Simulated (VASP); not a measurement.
Pd:

```
CELL_PARAMETERS angstrom
2.76498 0.00000 0.00000
-1.38249 2.39454 0.00000
0.00000 0.00000 4.59783
ATOMIC_POSITIONS crystal
Pd 0.33333 0.66667 0.25000
Pd 0.66667 0.33333 0.75000
```

This cell differs from its parent crystal: volume scaled by 0.98.

Base run:

* Program: VASP 6.6.1
* Functional: LDA
* Potentials or basis: VASP PAW LDA potentials, release 64 (Pd)
* Cutoff: 520 eV
* k mesh: 11 × 11 × 6
* Occupations: fermi-dirac, width 0.05 eV
* Spin: no spin polarisation

Its results: band gap on the k mesh zero (band 10 reaches 9.21 eV, above the bottom of band 11 at 8.39 eV); pressure -12.5 GPa.

Problem. The run is repeated on the same cell with these changes: functional from LDA to PBEsol; potentials or basis from VASP PAW LDA potentials, release 64 (Pd) to VASP PAW PBE potentials, release 64 (Pd). What comes out?

Solution. Band gap on the k mesh zero (band 10 reaches 9.25 eV, above the bottom of band 11 at 8.43 eV); pressure -7.6 GPa.

Caveats: the PAW data sets were made with another functional, which shifts forces and pressure a little (some runs).
